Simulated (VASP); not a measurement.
Pb: single point with PBE

The system is Pb.

```xyz
4
Lattice="3.6021 -2.1481 0.0000 3.6021 2.1481 0.0000 -2.0119 0.0000 9.3261" Properties=species:S:1:pos:R:3 pbc="T T T"
Pb    0.1627    0.0000    0.9289
Pb    5.0295    0.0000    8.3972
Pb    2.4309    0.0000    5.5956
Pb    2.7613    0.0000    3.7304
```

```json
{"Program": "VASP 6.6.1", "Task": "single point", "Functional": "PBE", "Potentials or basis": "VASP PAW PBE potentials, release 64 (Pb_d)", "Cutoff": "520 eV", "k mesh": "6 × 6 × 2", "Occupations": "gaussian, width 0.1 eV", "Spin": "no spin polarisation"}
```

The pressure is 57.5 GPa. The largest force is 43.560 eV/Å and the band gap on the k mesh is zero (band 28 reaches 6.43 eV, above the bottom of band 29 at 4.64 eV).

Forces on the atoms (eV/Å):
```
Pb    7.457   0.000  42.917
Pb   -7.457   0.000 -42.917
Pb   -7.464   0.000  41.823
Pb    7.464   0.000 -41.823
```

Stress tensor (GPa, compression positive):
```
  4.81   0.00   1.10
  0.00  -0.96   0.00
  1.10   0.00 168.72
```

Levels at points of the mesh, in eV from the Fermi level:
```
           k point  band 24  band 25  band 26  band 27  band 28  band 29  band 30  band 31  band 32  band 33
(0.00, 0.00, 0.00)    -4.06    -2.05     0.29     0.72     1.14     1.18     3.39     4.29     4.55     4.63
(0.50, 0.00, 0.00)    -5.35    -3.52    -3.47    -0.31    -0.22     0.95     1.14     1.48     1.78     3.79
(0.50, 0.50, 0.00)    -4.83    -3.03    -2.47    -1.10    -1.07    -0.53     0.18     2.74     2.91     3.58
(0.00, 0.00, 0.50)    -6.20     0.65     0.65     0.70     0.70     1.25     1.26     4.30     4.31     5.37
(0.50, 0.00, 0.50)    -5.18    -2.89    -2.58    -1.02    -0.80    -0.65     0.46     2.91     3.17     3.61
(0.50, 0.50, 0.50)    -5.29    -3.41    -3.40    -0.59    -0.55     0.69     1.06     1.54     1.98     4.15
```

Wall time 71 s on 1 thread of AMD EPYC 9R45 96-Core Processor (Zen 5), on a shared host, peak memory 0.27 GiB.

Caveat: spin-orbit coupling is left out, which moves the levels of the heavy elements; forces of over 1 eV/Å act on the atoms, so gaps and moduli don't describe the material at rest.
